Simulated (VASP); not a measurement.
# AlSe4 (I422) in VASP: further runs

The runs below take AlSe4 through single point, relaxation of cell and atoms, with PBE.

Everything below comes from runs of VASP 6.6.1. Logs are shortened: lines on timing, memory, paths and dates and some standing lists are left out, and cuts for length are marked.

## Step 1: The cell of the first run

The structure is tetragonal, space group I422 (No. 97). The conventional cell has a = 6.282 Å, b = 6.282 Å, c = 6.653 Å, α = 90.00°, β = 90.00°, γ = 90.00°. Al (site symmetry 422) has 8 Se at 2.79 Å within 3.7 Å. Se (site symmetry 2) has 2 Al at 2.79 Å and 6 Se at 3.16 to 3.37 Å within 3.7 Å.

## Step 2: Single point, PBE

Contents of INCAR:

```
SYSTEM = AlSe4
PREC = Accurate
ENCUT = 520
EDIFF = 1E-6
ISMEAR = 0
SIGMA = 0.1
LREAL = .FALSE.
LASPH = .TRUE.
NELM = 100
ALGO = Normal
ISIF = 2
LWAVE = .FALSE.
LCHARG = .FALSE.
GGA = PE
NBANDS = 22
```

Contents of KPOINTS:

```
regular mesh
0
G
  4 4 4
  0 0 0
```

Contents of POSCAR:

```
AlSe4
1.0
   -3.1409747400      3.1409747400      3.3263406300
    3.1409747400     -3.1409747400      3.3263406300
    3.1409747400      3.1409747400     -3.3263406300
Al Se
1 4
Direct
    0.0000000000      0.0000000000      0.0000000000
    0.5298053300      0.4701946700      0.5000000000
    0.9701946700      0.0298053300      0.5000000000
    0.0298053300      0.5298053300      0.0596106600
    0.4701946700      0.9701946700      0.9403893400
```

Potentials or basis: VASP PAW PBE potentials, release 64 (Al, Se).

Launch:

```bash
$ cat potpaw_PBE.64/Al/POTCAR potpaw_PBE.64/Se/POTCAR > POTCAR
$ mpirun -np 1 vasp_std > vasp.out
```

OUTCAR:

```text
SYSTEM = AlSe4
   PREC = Accurate
   ENCUT = 520
   EDIFF = 1E-6
   ISMEAR = 0
   LREAL = .FALSE.
   LASPH = .TRUE.
   NELM = 100
   ISIF = 2
   GGA = PE

 ion  position               nearest neighbor table
   1  0.000  0.000  0.000-   4 2.79   5 2.79   2 2.79   3 2.79   3 2.79   2 2.79   4 2.79   5 2.79

   2  0.530  0.470  0.500-   1 2.79   1 2.79
   3  0.970  0.030  0.500-   1 2.79   1 2.79
   4  0.030  0.530  0.060-   1 2.79   1 2.79
   5  0.470  0.970  0.940-   1 2.79   1 2.79

  LATTYP: Found a body centered tetragonal cell.
 ALAT       =     6.2819494800
 C/A-ratio  =     1.0590154030

  Lattice vectors:

 A1 = (  -3.1409747400,   3.1409747400,   3.3263406300)
 A2 = (   3.1409747400,  -3.1409747400,   3.3263406300)
 A3 = (   3.1409747400,   3.1409747400,  -3.3263406300)

Analysis of symmetry for initial positions (statically):
=====================================================================
 Subroutine PRICEL returns:
 Original cell was already a primitive cell.

 Routine SETGRP: Setting up the symmetry group for a
 body centered tetragonal supercell.

 Subroutine GETGRP returns: Found  8 space group operations
 (whereof  8 operations were pure point group operations)
 out of a pool of 16 trial point group operations.

The static configuration has the point symmetry D_4 .

Analysis of symmetry for dynamics (positions and initial velocities):
=====================================================================
 Subroutine PRICEL returns:
 Original cell was already a primitive cell.

 Routine SETGRP: Setting up the symmetry group for a
 body centered tetragonal supercell.

 Subroutine GETGRP returns: Found  8 space group operations
 (whereof  8 operations were pure point group operations)
 out of a pool of 16 trial point group operations.

The dynamic configuration has the point symmetry D_4 .

 Subroutine INISYM returns: Found  8 space group operations
 (whereof  8 operations are pure point group operations),
 and found     1 'primitive' translations

----------------------------------------------------------------------------------------

                                     Primitive cell

  volume of cell :     131.2670

  direct lattice vectors                    reciprocal lattice vectors
    -3.140974740  3.140974740  3.326340630     0.000000000  0.159186253  0.150315333
     3.140974740 -3.140974740  3.326340630     0.159186253  0.000000000  0.150315333
     3.140974740  3.140974740 -3.326340630     0.159186253  0.159186253  0.000000000

  length of vectors
     5.549413178  5.549413178  5.549413178     0.218940546  0.218940546  0.225123358

  position of ions in fractional coordinates (direct lattice)
     0.000000000  0.000000000  0.000000000
     0.529805330  0.470194670  0.500000000
     0.970194670  0.029805330  0.500000000
     0.029805330  0.529805330  0.059610660
     0.470194670  0.970194670  0.940389340

  ion indices of the primitive-cell ions
   primitive index   ion index
                 1           1
                 2           2
                 3           3
                 4           4
                 5           5

----------------------------------------------------------------------------------------

 KPOINTS: regular mesh

Automatic generation of k-mesh.
 Grid dimensions read from file:
 generate k-points for:    4    4    4

 Generating k-lattice:

  Cartesian coordinates                     Fractional coordinates (reciprocal lattice)
     0.000000000  0.039796563  0.037578833     0.250000000  0.000000000  0.000000000
     0.039796563  0.000000000  0.037578833     0.000000000  0.250000000  0.000000000
     0.039796563  0.039796563  0.000000000     0.000000000  0.000000000  0.250000000

  Length of vectors
     0.054735136  0.054735136  0.056280840

  Shift w.r.t. Gamma in fractional coordinates (k-lattice)
     0.000000000  0.000000000  0.000000000

 Subroutine IBZKPT returns following result:
 ===========================================

 Found     13 irreducible k-points:

 Following reciprocal coordinates:
            Coordinates               Weight
  0.000000  0.000000  0.000000      1.000000
  0.250000  0.000000  0.000000      8.000000
  0.500000  0.000000  0.000000      4.000000
  0.250000  0.250000  0.000000      8.000000
  0.500000  0.250000  0.000000     16.000000
 -0.250000  0.250000  0.000000      4.000000
  0.500000  0.500000  0.000000      2.000000
  0.250000  0.250000  0.250000      2.000000
 -0.250000  0.250000  0.250000      4.000000
  0.500000  0.500000  0.250000      4.000000
 -0.250000  0.500000  0.250000      8.000000
 -0.250000 -0.250000  0.250000      2.000000
  0.500000  0.500000  0.500000      1.000000
   k-points           NKPTS =     13   k-points in BZ     NKDIM =     13   number of bands    NBANDS=     22
   number of dos      NEDOS =    301   number of ions     NIONS =      5
   total plane-waves  NPLWV =  74088
   dimension x,y,z NGX =    42 NGY =   42 NGZ =   42
   dimension x,y,z NGXF=    84 NGYF=   84 NGZF=   84
   ions per type =               1   4
   NGX,Y,Z   is equivalent  to a cutoff of  12.58, 12.58, 12.58 a.u.
   NGXF,Y,Z  is equivalent  to a cutoff of  25.16, 25.16, 25.16 a.u.
 SYSTEM =  AlSe4
   PREC   = accura    normal or accurate (medium, high low for compatibility)
   ISTART =      0    job   : 0-new  1-cont  2-samecut
   ICHARG =      2    charge: 1-file 2-atom 10-const
   ISPIN  =      1    spin polarized calculation?
   LNONCOLLINEAR =      F non collinear calculations
   LSORBIT =      F    spin-orbit coupling
   LASPH  =      T    aspherical Exc in radial PAW
   ENCUT  =  520.0 eV  38.22 Ry    6.18 a.u.  10.32 10.32 10.32*2*pi/ulx,y,z
   NELM   =    100;   NELMIN=  2; NELMDL= -5     # of ELM steps
   EDIFF  = 0.1E-05   stopping-criterion for ELM
   LREAL  =      F    real-space projection
   EDIFFG = 0.1E-04   stopping-criterion for IOM
   NSW    =      0    number of steps for IOM
   IBRION =     -1    ionic relax: 0-MD 1-quasi-New 2-CG
   NFREE  =      0    steps in history (QN), initial steepest desc. (CG)
   ISIF   =      2    stress and relaxation
   ISYM   =      2    0-nonsym 1-usesym 2-fastsym
   POTIM  = 0.5000    time-step for ionic-motion
   TEBEG  =    0.0;   TEEND  =   0.0 temperature during run
   PSTRESS=    0.0 pullay stress
   NELECT =      27.0000    total number of electrons
   NUPDOWN=      -1.0000    fix difference up-down
   EMIN   =  10.00;   EMAX   =-10.00  energy-range for DOS
   EFERMI =   0.00;   METHOD = LEGACY
   ISMEAR =     0;   SIGMA  =   0.10  broadening in eV -4-tet -1-fermi 0-gaus
   EFERMI_NEDOS =   21; number of points for ismear=-14 and -15
   IALGO  =     38    algorithm
   IMIX   =      4    mixing-type and parameters
     AMIX     =   0.40;   BMIX     =  1.00
     AMIX_MAG =   1.60;   BMIX_MAG =  1.00
  volume/ion in A,a.u.               =      26.25       177.17
  Fermi-wavevector in a.u.,A,eV,Ry     =   0.966372  1.826178 12.706132  0.933874
  Thomas-Fermi vector in A             =   2.096168
   LORBIT       =      0    0 simple, 1 ext, 2 COOP (PROOUT), +10 PAW based schemes
   GGA     = PE    functional components
   LHFCALC =     F    Hartree Fock is set to
   AEXX    =    0.0000 exact exchange contribution
   IVDW    =     0    specifies the selected vdW correction
   LEPSILON=     F    determine dielectric tensor
   LRPA    =     F    only Hartree local field effects (RPA)
 non-spin polarized calculation
 Gauss-broadening in eV      SIGMA  =   0.10
  energy-cutoff  :      520.00
  volume of cell :      131.27
 maximum number of plane-waves:      3564
 NGX is ok and might be reduce to    42
   NGX = 21   NGY = 21   NGZ = 21

 number of electron      26.9999996 magnetization

 Free energy of the ion-electron system (eV)
  ---------------------------------------------------
  ext. energy  EPLUGINS =         0.00000000
  ---------------------------------------------------
  free energy    TOTEN  =       -16.38593698 eV

  energy without entropy =      -16.36294613  energy(sigma->0) =      -16.37444155

 E-fermi :   2.8135     XC(G=0):  -8.9850

 val. band max:        2.7704626571   @ k =   0.5000   0.2500   0.0000
 cond. band min:       2.9030964213   @ k =  -0.2500   0.2500   0.2500
 fundamental gap:      0.1326337642
 Fermi energy:         2.8135044536

 k-point     1 :       0.0000    0.0000    0.0000
  band No.  band energies     occupation
      1     -11.2797      2.00000
      2      -9.1575      2.00000
      3      -9.1575      2.00000
      4      -8.7983      2.00000
      5      -2.2042      2.00000
      6      -1.8105      2.00000
[... 14 lines left out ...]
     21      10.3172      0.00000
     22      10.6540      0.00000

 k-point     2 :       0.2500    0.0000    0.0000
  band No.  band energies     occupation
      1     -11.0157      2.00000
      2      -9.5177      2.00000
      3      -9.1656      2.00000
      4      -8.9184      2.00000
      5      -2.5548      2.00000
      6      -1.9343      2.00000
[... 14 lines left out ...]
     21       9.6730      0.00000
     22       9.8912      0.00000

 k-point     3 :       0.5000    0.0000    0.0000
  band No.  band energies     occupation
      1     -10.3778      2.00000
      2     -10.2535      2.00000
      3      -9.1339      2.00000
      4      -9.0721      2.00000
      5      -2.8380      2.00000
      6      -1.9096      2.00000
[... 14 lines left out ...]
     21      10.0126      0.00000
     22      10.2563      0.00000

 k-point     4 :       0.2500    0.2500    0.0000
  band No.  band energies     occupation
      1     -10.5746      2.00000
      2      -9.7052      2.00000
      3      -9.6704      2.00000
      4      -8.9011      2.00000
      5      -2.9225      2.00000
      6      -1.2539      2.00000
[... 14 lines left out ...]
     21       9.2788      0.00000
     22      10.6976      0.00000

 k-point     5 :       0.5000    0.2500    0.0000
  band No.  band energies     occupation
      1     -10.4615      2.00000
      2      -9.8455      2.00000
      3      -9.5787      2.00000
      4      -9.0423      2.00000
      5      -2.8353      2.00000
      6      -1.1393      2.00000
[... 14 lines left out ...]
     21       9.6383      0.00000
     22      10.3236      0.00000

 k-point     6 :      -0.2500    0.2500    0.0000
  band No.  band energies     occupation
      1     -10.9766      2.00000
      2      -9.2547      2.00000
      3      -9.2457      2.00000
      4      -9.2240      2.00000
      5      -2.3467      2.00000
      6      -1.7496      2.00000
[... 14 lines left out ...]
     21       9.1092      0.00000
     22       9.5273      0.00000

 k-point     7 :       0.5000    0.5000    0.0000
  band No.  band energies     occupation
      1     -10.2114      2.00000
      2     -10.1209      2.00000
      3      -9.3455      2.00000
      4      -9.3254      2.00000
      5      -2.6005      2.00000
      6      -1.6160      2.00000
[... 14 lines left out ...]
     21      10.0599      0.00000
     22      10.4492      0.00000

 k-point     8 :       0.2500    0.2500    0.2500
  band No.  band energies     occupation
      1      -9.9221      2.00000
      2      -9.7602      2.00000
      3      -9.7602      2.00000
      4      -9.7193      2.00000
      5      -2.0874      2.00000
      6      -0.3174      2.00000
[... 14 lines left out ...]
     21      10.6379      0.00000
     22      10.9408      0.00000

 k-point     9 :      -0.2500    0.2500    0.2500
  band No.  band energies     occupation
      1     -10.7117      2.00000
      2      -9.8266      2.00000
      3      -9.4343      2.00000
      4      -8.7133      2.00000
      5      -3.4553      2.00000
      6      -1.2561      2.00000
[... 14 lines left out ...]
     21       8.9096      0.00000
     22       9.5957      0.00000

 k-point    10 :       0.5000    0.5000    0.2500
  band No.  band energies     occupation
      1     -10.0788      2.00000
      2     -10.0634      2.00000
      3     -10.0290      2.00000
      4      -8.5267      2.00000
      5      -3.9149      2.00000
      6      -1.1543      2.00000
[... 14 lines left out ...]
     21      10.3746      0.00000
     22      10.5214      0.00000

 k-point    11 :      -0.2500    0.5000    0.2500
  band No.  band energies     occupation
      1     -10.3714      2.00000
      2     -10.0878      2.00000
      3      -9.6993      2.00000
      4      -8.4562      2.00000
      5      -3.9810      2.00000
      6      -1.4118      2.00000
[... 14 lines left out ...]
     21      10.2347      0.00000
     22      10.4400      0.00000

 k-point    12 :      -0.2500   -0.2500    0.2500
  band No.  band energies     occupation
      1     -10.8652      2.00000
      2      -9.5911      2.00000
      3      -9.5663      2.00000
      4      -8.5095      2.00000
      5      -3.5930      2.00000
      6      -1.4429      2.00000
[... 14 lines left out ...]
     21       8.4840      0.00000
     22       9.8200      0.00000

 k-point    13 :       0.5000    0.5000    0.5000
  band No.  band energies     occupation
      1     -10.3409      2.00000
      2      -9.9304      2.00000
      3      -9.9304      2.00000
      4      -8.1811      2.00000
      5      -4.6507      2.00000
      6      -1.7492      2.00000
[... 14 lines left out ...]
     21      10.8589      0.00000
     22      10.9761      0.00000

------------------------ aborting loop because EDIFF is reached ----------------------------------------

  FORCE on cell =-STRESS in cart. coord.  units (eV):
  Direction    XX          YY          ZZ          XY          YZ          ZX
  --------------------------------------------------------------------------------------
  -------------------------------------------------------------------------------------
  Total       -6.1906680     -6.1906680     -1.7028315      0.0000000     -0.0000000      0.0000000
  in kB      -75.5600950    -75.5600950    -20.7838816      0.0000000     -0.0000000      0.0000000
  external PRESSURE =     -57.3013572 kB  Pullay stress =       0.0000000 kB

 VOLUME and BASIS-vectors are now :
 -----------------------------------------------------------------------------
  energy-cutoff  :      520.00
  volume of cell :      131.27
      direct lattice vectors                 reciprocal lattice vectors
    -3.140974740  3.140974740  3.326340630     0.000000000  0.159186253  0.150315333
     3.140974740 -3.140974740  3.326340630     0.159186253  0.000000000  0.150315333
     3.140974740  3.140974740 -3.326340630     0.159186253  0.159186253  0.000000000

 POSITION                                       TOTAL-FORCE (eV/Angst)
 -----------------------------------------------------------------------------------
      0.00000      0.00000      0.00000        -0.000000      0.000000     -0.000000
      1.38325      1.75772      1.66317         0.229330     -0.229330      0.000000
     -1.38325      4.52423      1.66317        -0.229330      0.229330     -0.000000
      1.75772     -1.38325      1.66317        -0.229330     -0.229330     -0.000000
      4.52423      1.38325      1.66317         0.229330      0.229330     -0.000000
 -----------------------------------------------------------------------------------
    total drift:                               -0.000000      0.000000      0.000000

  FREE ENERGIE OF THE ION-ELECTRON SYSTEM (eV)
  ---------------------------------------------------
  free  energy   TOTEN  =       -16.3859369821 eV

  energy  without entropy=      -16.3629461256  energy(sigma->0) =      -16.37444155
```

Wall time 35 s (1 thread of Intel Xeon Platinum 8375C at 2.90GHz (Ice Lake), shared host); peak memory 0.25 GiB.

Results:

```
Free energy   : -16.3859 eV
Pressure      : -5.7 GPa
Largest force : 0.324 eV/Å
```

Forces on the atoms (eV/Å):
```
Al   0.000  0.000  0.000
Se   0.229 -0.229  0.000
Se  -0.229  0.229  0.000
Se  -0.229 -0.229  0.000
Se   0.229  0.229  0.000
```

Stress tensor (GPa, compression positive):
```
-7.56  0.00  0.00
 0.00 -7.56  0.00
 0.00  0.00 -2.08
```

[end of part 1 of 2]
